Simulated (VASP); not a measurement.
# Zn3Br2 (P-3m1) in VASP: further runs

The runs below take Zn3Br2 through single point, with PBE.

Everything below comes from runs of VASP 6.6.1. Logs are shortened: lines on timing, memory, paths and dates and some standing lists are left out, and cuts for length are marked.

## Step 1: The cell of the first run

Symmetry: P-3m1, No. 164, trigonal system. Conventional cell: a = 4.192 Å, b = 4.192 Å, c = 6.522 Å, α = 90.00°, β = 90.00°, γ = 120.00°. Zn (site symmetry -3m) has 6 Br at 2.90 Å and 6 Zn at 3.35 Å within 3.8 Å. Zn (site symmetry 3m) has 4 Br at 2.52 to 2.61 Å and 3 Zn at 3.07 Å within 3.3 Å. Br (site symmetry 3m) has 7 Zn at 2.52 to 2.90 Å within 3.3 Å.

## Step 2: Single point, PBE

Contents of INCAR:

```
SYSTEM = Zn3Br2
ALGO = Normal
EDIFF = 1E-6
ENCUT = 520
GGA = PE
ISIF = 2
ISMEAR = 0
LASPH = .TRUE.
LCHARG = .TRUE.
LELF = .TRUE.
LREAL = .FALSE.
LVHAR = .TRUE.
LWAVE = .FALSE.
NBANDS = 33
NELM = 100
PREC = Accurate
SIGMA = 0.1
```

Contents of KPOINTS:

```
k-points
0
G
  6 6 4
  0 0 0
```

Contents of POSCAR:

```
Zn3Br2
1.0
    4.1922115621      0.0000000000      0.0000000000
   -2.0961057810      3.6305617108      0.0000000000
    0.0000000000      0.0000000000      6.5224002222
Zn Br
3 2
Direct
    0.0000000000      0.0000000000      0.0000000000
    0.3333333333      0.6666666667      0.6450000000
    0.6666666667      0.3333333333      0.3550000000
    0.3333333333      0.6666666667      0.2450000000
    0.6666666667      0.3333333333      0.7550000000
```

Potentials or basis: VASP PAW PBE potentials, release 64 (Zn, Br).

Run with:

```
> cat potpaw_PBE.64/Zn/POTCAR potpaw_PBE.64/Br/POTCAR > POTCAR
> mpirun -np 1 vasp_std > vasp.out
```

OUTCAR:

```text
SYSTEM = Zn3Br2
   EDIFF = 1E-6
   ENCUT = 520
   GGA = PE
   ISIF = 2
   ISMEAR = 0
   LASPH = .TRUE.
   LREAL = .FALSE.
   NELM = 100
   PREC = Accurate

 ion  position               nearest neighbor table
   1  0.000  0.000  0.000-   4 2.90   5 2.90   4 2.90   5 2.90   5 2.90   4 2.90
   2  0.333  0.667  0.645-   5 2.52   5 2.52   5 2.52   4 2.61
   3  0.667  0.333  0.355-   4 2.52   4 2.52   4 2.52   5 2.61
   4  0.333  0.667  0.245-   3 2.52   3 2.52   3 2.52   2 2.61   1 2.90   1 2.90   1 2.90
   5  0.667  0.333  0.755-   2 2.52   2 2.52   2 2.52   3 2.61   1 2.90   1 2.90   1 2.90

  LATTYP: Found a hexagonal cell.
 ALAT       =     4.1922115621
 C/A-ratio  =     1.5558375634

  Lattice vectors:

 A1 = (   4.1922115621,   0.0000000000,   0.0000000000)
 A2 = (  -2.0961057810,   3.6305617108,   0.0000000000)
 A3 = (   0.0000000000,   0.0000000000,   6.5224002222)

Analysis of symmetry for initial positions (statically):
=====================================================================
 Subroutine PRICEL returns:
 Original cell was already a primitive cell.

 Routine SETGRP: Setting up the symmetry group for a
 hexagonal supercell.

 Subroutine GETGRP returns: Found 12 space group operations
 (whereof 12 operations were pure point group operations)
 out of a pool of 24 trial point group operations.

The static configuration has the point symmetry D_3d.

Analysis of symmetry for dynamics (positions and initial velocities):
=====================================================================
 Subroutine PRICEL returns:
 Original cell was already a primitive cell.

 Routine SETGRP: Setting up the symmetry group for a
 hexagonal supercell.

 Subroutine GETGRP returns: Found 12 space group operations
 (whereof 12 operations were pure point group operations)
 out of a pool of 24 trial point group operations.

The dynamic configuration has the point symmetry D_3d.

 Subroutine INISYM returns: Found 12 space group operations
 (whereof 12 operations are pure point group operations),
 and found     1 'primitive' translations

----------------------------------------------------------------------------------------

                                     Primitive cell

  volume of cell :      99.2715

  direct lattice vectors                    reciprocal lattice vectors
     4.192211562  0.000000000  0.000000000     0.238537580  0.137719736  0.000000000
    -2.096105781  3.630561711  0.000000000     0.000000000  0.275439472  0.000000000
     0.000000000  0.000000000  6.522400222     0.000000000  0.000000000  0.153317792

  length of vectors
     4.192211562  4.192211562  6.522400222     0.275439472  0.275439472  0.153317792

  position of ions in fractional coordinates (direct lattice)
     0.000000000  0.000000000  0.000000000
     0.333333333  0.666666667  0.645000000
     0.666666667  0.333333333  0.355000000
     0.333333333  0.666666667  0.245000000
     0.666666667  0.333333333  0.755000000

  ion indices of the primitive-cell ions
   primitive index   ion index
                 1           1
                 2           2
                 3           3
                 4           4
                 5           5

----------------------------------------------------------------------------------------

 KPOINTS: k-points

Automatic generation of k-mesh.
 Grid dimensions read from file:
 generate k-points for:    6    6    4

 Generating k-lattice:

  Cartesian coordinates                     Fractional coordinates (reciprocal lattice)
     0.039756263  0.022953289  0.000000000     0.166666667  0.000000000  0.000000000
     0.000000000  0.045906579  0.000000000     0.000000000  0.166666667  0.000000000
     0.000000000  0.000000000  0.038329448     0.000000000  0.000000000  0.250000000

  Length of vectors
     0.045906579  0.045906579  0.038329448

  Shift w.r.t. Gamma in fractional coordinates (k-lattice)
     0.000000000  0.000000000  0.000000000

 Subroutine IBZKPT returns following result:
 ===========================================

 Found     24 irreducible k-points:

 Following reciprocal coordinates:
            Coordinates               Weight
  0.000000  0.000000  0.000000      1.000000
  0.166667  0.000000  0.000000      6.000000
  0.333333  0.000000  0.000000      6.000000
  0.500000  0.000000  0.000000      3.000000
  0.166667  0.166667  0.000000      6.000000
  0.333333  0.166667  0.000000     12.000000
[... 16 lines left out ...]
  0.333333  0.166667  0.500000     12.000000
  0.333333  0.333333  0.500000      2.000000
   k-points           NKPTS =     24   k-points in BZ     NKDIM =     24   number of bands    NBANDS=     33
   number of dos      NEDOS =    301   number of ions     NIONS =      5
   total plane-waves  NPLWV =  51200
   dimension x,y,z NGX =    32 NGY =   32 NGZ =   50
   dimension x,y,z NGXF=    64 NGYF=   64 NGZF=  100
   ions per type =               3   2
   NGX,Y,Z   is equivalent  to a cutoff of  12.69, 12.69, 12.74 a.u.
   NGXF,Y,Z  is equivalent  to a cutoff of  25.38, 25.38, 25.49 a.u.
 SYSTEM =  Zn3Br2
   PREC   = accura    normal or accurate (medium, high low for compatibility)
   ISTART =      0    job   : 0-new  1-cont  2-samecut
   ICHARG =      2    charge: 1-file 2-atom 10-const
   ISPIN  =      1    spin polarized calculation?
   LNONCOLLINEAR =      F non collinear calculations
   LSORBIT =      F    spin-orbit coupling
   LASPH  =      T    aspherical Exc in radial PAW
   ENCUT  =  520.0 eV  38.22 Ry    6.18 a.u.   7.79  7.79 12.13*2*pi/ulx,y,z
   NELM   =    100;   NELMIN=  2; NELMDL= -5     # of ELM steps
   EDIFF  = 0.1E-05   stopping-criterion for ELM
   LREAL  =      F    real-space projection
   EDIFFG = 0.1E-04   stopping-criterion for IOM
   NSW    =      0    number of steps for IOM
   IBRION =     -1    ionic relax: 0-MD 1-quasi-New 2-CG
   NFREE  =      0    steps in history (QN), initial steepest desc. (CG)
   ISIF   =      2    stress and relaxation
   ISYM   =      2    0-nonsym 1-usesym 2-fastsym
   POTIM  = 0.5000    time-step for ionic-motion
   TEBEG  =    0.0;   TEEND  =   0.0 temperature during run
   PSTRESS=    0.0 pullay stress
   NELECT =      50.0000    total number of electrons
   NUPDOWN=      -1.0000    fix difference up-down
   EMIN   =  10.00;   EMAX   =-10.00  energy-range for DOS
   EFERMI =   0.00;   METHOD = LEGACY
   ISMEAR =     0;   SIGMA  =   0.10  broadening in eV -4-tet -1-fermi 0-gaus
   EFERMI_NEDOS =   21; number of points for ismear=-14 and -15
   IALGO  =     38    algorithm
   IMIX   =      4    mixing-type and parameters
     AMIX     =   0.40;   BMIX     =  1.00
     AMIX_MAG =   1.60;   BMIX_MAG =  1.00
  volume/ion in A,a.u.               =      19.85       133.98
  Fermi-wavevector in a.u.,A,eV,Ry     =   1.302537  2.461438 23.083674  1.696602
  Thomas-Fermi vector in A             =   2.433598
   LORBIT       =      0    0 simple, 1 ext, 2 COOP (PROOUT), +10 PAW based schemes
   GGA     = PE    functional components
   LHFCALC =     F    Hartree Fock is set to
   AEXX    =    0.0000 exact exchange contribution
   IVDW    =     0    specifies the selected vdW correction
   LEPSILON=     F    determine dielectric tensor
   LRPA    =     F    only Hartree local field effects (RPA)
 non-spin polarized calculation
 Gauss-broadening in eV      SIGMA  =   0.10
  energy-cutoff  :      520.00
  volume of cell :       99.27
 maximum number of plane-waves:      2700
 NGX is ok and might be reduce to    32
   NGX = 15   NGY = 15   NGZ = 25

 number of electron      50.0000022 magnetization

 Free energy of the ion-electron system (eV)
  ---------------------------------------------------
  ext. energy  EPLUGINS =         0.00000000
  ---------------------------------------------------
  free energy    TOTEN  =        -4.03011077 eV

  energy without entropy =       -4.01488074  energy(sigma->0) =       -4.02249576

 E-fermi :   4.4521     XC(G=0): -10.1975

 val. band max:        4.4510428193   @ k =   0.1667   0.1667   0.2500
 cond. band min:       4.4905946104   @ k =   0.5000   0.0000   0.5000
 fundamental gap:      0.0395517911
 Fermi energy:         4.4520714695

 k-point     1 :       0.0000    0.0000    0.0000
  band No.  band energies     occupation
      1     -13.9353      2.00000
      2     -13.4559      2.00000
      3      -4.2984      2.00000
      4      -4.2984      2.00000
      5      -4.2290      2.00000
      6      -4.2290      2.00000
[... 25 lines left out ...]
     32       9.1768      0.00000
     33      10.2623      0.00000

 k-point     2 :       0.1667    0.0000    0.0000
  band No.  band energies     occupation
      1     -13.8480      2.00000
      2     -13.4235      2.00000
      3      -4.3626      2.00000
      4      -4.2656      2.00000
      5      -4.2353      2.00000
      6      -4.1601      2.00000
[... 25 lines left out ...]
     32       9.1630      0.00000
     33       9.7487      0.00000

 k-point     3 :       0.3333    0.0000    0.0000
  band No.  band energies     occupation
      1     -13.6482      2.00000
      2     -13.3738      2.00000
      3      -4.4381      2.00000
      4      -4.3013      2.00000
      5      -4.1732      2.00000
      6      -4.0851      2.00000
[... 25 lines left out ...]
     32       9.8060      0.00000
     33      10.4827      0.00000

 k-point     4 :       0.5000    0.0000    0.0000
  band No.  band energies     occupation
      1     -13.5160      2.00000
      2     -13.3754      2.00000
      3      -4.4332      2.00000
      4      -4.3837      2.00000
      5      -4.1057      2.00000
      6      -4.0612      2.00000
[... 673 lines left out ...]
     32       9.8758      0.00000
     33       9.9364      0.00000

 k-point    23 :       0.3333    0.1667    0.5000
  band No.  band energies     occupation
      1     -13.4598      2.00000
      2     -13.4274      2.00000
      3      -4.6327      2.00000
      4      -4.3507      2.00000
      5      -4.1408      2.00000
      6      -4.0730      2.00000
[... 25 lines left out ...]
     32       9.9838      0.00000
     33      10.9284      0.00000

 k-point    24 :       0.3333    0.3333    0.5000
  band No.  band energies     occupation
      1     -13.4095      2.00000
      2     -13.4095      2.00000
      3      -4.3610      2.00000
      4      -4.3610      2.00000
      5      -4.2708      2.00000
      6      -3.9860      2.00000
[... 25 lines left out ...]
     32       9.5772      0.00000
     33      10.1269      0.00000

------------------------ aborting loop because EDIFF is reached ----------------------------------------

  FORCE on cell =-STRESS in cart. coord.  units (eV):
  Direction    XX          YY          ZZ          XY          YZ          ZX
  --------------------------------------------------------------------------------------
  -------------------------------------------------------------------------------------
  Total       10.7106777     10.7106777      8.7223253      0.0000000      0.0000000     -0.0000000
  in kB      172.8634096    172.8634096    140.7726875      0.0000000      0.0000000     -0.0000000
  external PRESSURE =     162.1665022 kB  Pullay stress =       0.0000000 kB

 VOLUME and BASIS-vectors are now :
 -----------------------------------------------------------------------------
  energy-cutoff  :      520.00
  volume of cell :       99.27
      direct lattice vectors                 reciprocal lattice vectors
     4.192211562  0.000000000  0.000000000     0.238537580  0.137719736  0.000000000
    -2.096105781  3.630561711  0.000000000     0.000000000  0.275439472  0.000000000
     0.000000000  0.000000000  6.522400222     0.000000000  0.000000000  0.153317792

 POSITION                                       TOTAL-FORCE (eV/Angst)
 -----------------------------------------------------------------------------------
      0.00000      0.00000      0.00000         0.000000      0.000000      0.000000
     -0.00000      2.42037      4.20695        -0.000000      0.000000      0.271646
      2.09611      1.21019      2.31545        -0.000000     -0.000000     -0.271646
     -0.00000      2.42037      1.59799         0.000000      0.000000     -1.145973
      2.09611      1.21019      4.92441         0.000000      0.000000      1.145973
 -----------------------------------------------------------------------------------
    total drift:                               -0.000000      0.000000      0.000000

  FREE ENERGIE OF THE ION-ELECTRON SYSTEM (eV)
  ---------------------------------------------------
  free  energy   TOTEN  =        -4.0301107693 eV

  energy  without entropy=       -4.0148807409  energy(sigma->0) =       -4.02249576
```

Wall time 93 s (1 thread of AMD EPYC 7R43 (Zen 3), shared host); peak memory 0.21 GiB.

Results:

```
Free energy            : -4.0301 eV
Pressure               : 16.2 GPa
Largest force          : 1.146 eV/Å
Band gap on the k mesh : zero (band 25 reaches 5.28 eV, above the bottom of band 26 at 4.21 eV)
```

Forces in eV/Å, atoms in the order of the input:
```
Zn   0.000  0.000  0.000
Zn   0.000  0.000  0.272
Zn   0.000  0.000 -0.272
Br   0.000  0.000 -1.146
Br   0.000  0.000  1.146
```

Stress tensor (GPa, compression positive):
```
17.29  0.00  0.00
 0.00 17.29  0.00
 0.00  0.00 14.08
```

Caveat: forces of over 1 eV/Å act on the atoms, so gaps and moduli don't describe the material at rest.

[end of part 1 of 2]
